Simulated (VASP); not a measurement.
Input of a VASP 6.6.1 run:

File INCAR:

```
SYSTEM = ZrSi2O6
PREC = Accurate
ENCUT = 520
EDIFF = 1E-6
ISMEAR = 0
SIGMA = 0.1
LREAL = .False.
LASPH = .True.
NELM = 100
ALGO = Normal
ISIF = 2
LWAVE = .False.
LCHARG = .False.
GGA = PE
NBANDS = 38
```

File KPOINTS:

```
Automatic mesh
0
Gamma
  4 4 2
  0 0 0
```

POSCAR

```
ZrSi2O6
1.0
   -5.0097808978      0.0000982759      0.0007464186
    2.5050523874     -4.9865100704      0.0756035801
   -0.0005734936     -0.0930123105      5.9019076963
Zr Si O
1 2 6
Direct
    0.5422796713      1.0000788624     -0.0000029813
    0.9862995755      0.5056742623      0.3453170454
    0.4804937347      0.4942686145      0.6546765440
    0.4313633288      0.2233664800      0.7974890405
    0.1543130491      0.4601991598      0.5687135814
    0.2082451125      0.7767497563      0.2027370831
    0.6282031829      0.7537240440      0.8158698045
    0.6940236868      0.5395399190      0.4312749410
    0.8747786583      0.2463989016      0.1839249412
```

Potentials or basis: VASP PAW PBE potentials, release 64 (Zr_sv, Si, O).

Run with:

```sh
$ cat potpaw_PBE.64/Zr_sv/POTCAR potpaw_PBE.64/Si/POTCAR potpaw_PBE.64/O/POTCAR > POTCAR
$ mpirun -np 1 vasp_std > vasp.out
```

**Question.** Predict the largest force.

**Answer.** 0.024 eV/Å.

**Question.** Estimate the band gap on the k mesh.

**Answer.** 5.16 eV (least direct gap 5.40 eV).

**Question.** What does it give for the pressure?

**Answer.** 0.2 GPa.

Forces in eV/Å, atoms in the order of the input:
```
Zr  -0.009  0.000  0.000
Si   0.008 -0.004  0.002
Si   0.011  0.005  0.000
O    0.011  0.001 -0.010
O    0.006 -0.002 -0.001
O    0.012  0.000  0.010
O   -0.023  0.001 -0.004
O    0.007  0.002  0.001
O   -0.022 -0.002  0.004
```

Caveat: the k points lie up to 0.53 Å⁻¹ apart. A k mesh can miss the band edges.
